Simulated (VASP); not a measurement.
The system is CaSe.

```xyz
2
Lattice="0.0000 2.9379 2.9379 2.9379 0.0000 2.9379 2.9379 2.9379 0.0000" Properties=species:S:1:pos:R:3 pbc="T T T"
Ca    0.0000    0.0000    0.0000
Se    2.9379    2.9379    2.9379
```

This cell differs from its parent crystal: strain -1.0%.

Base run:

- Program: VASP 6.6.1
- Functional: r2SCAN
- Potentials or basis: VASP PAW PBE potentials, release 64 (Ca_sv, Se)
- Cutoff: 520 eV
- k mesh: 8 × 8 × 8
- Occupations: gaussian, width 0.01 eV
- Spin: no spin polarisation

Its results: band gap on the k mesh 2.44 eV, indirect (least direct gap 3.41 eV); pressure 1.9 GPa.

Question: The run is repeated on the same cell with these changes: functional from r2SCAN to PBE; k mesh from 8 × 8 × 8 to 4 × 4 × 4. What comes out?

Answer: Band gap on the k mesh 1.96 eV, indirect (least direct gap 2.92 eV); pressure 2.5 GPa.

Several settings changed at once, so the effect can't be laid on one alone.

Caveats: some runs use coarse meshes; the PAW data sets were made with another functional, which shifts forces and pressure a little (some runs).

A k mesh can miss the band edges.
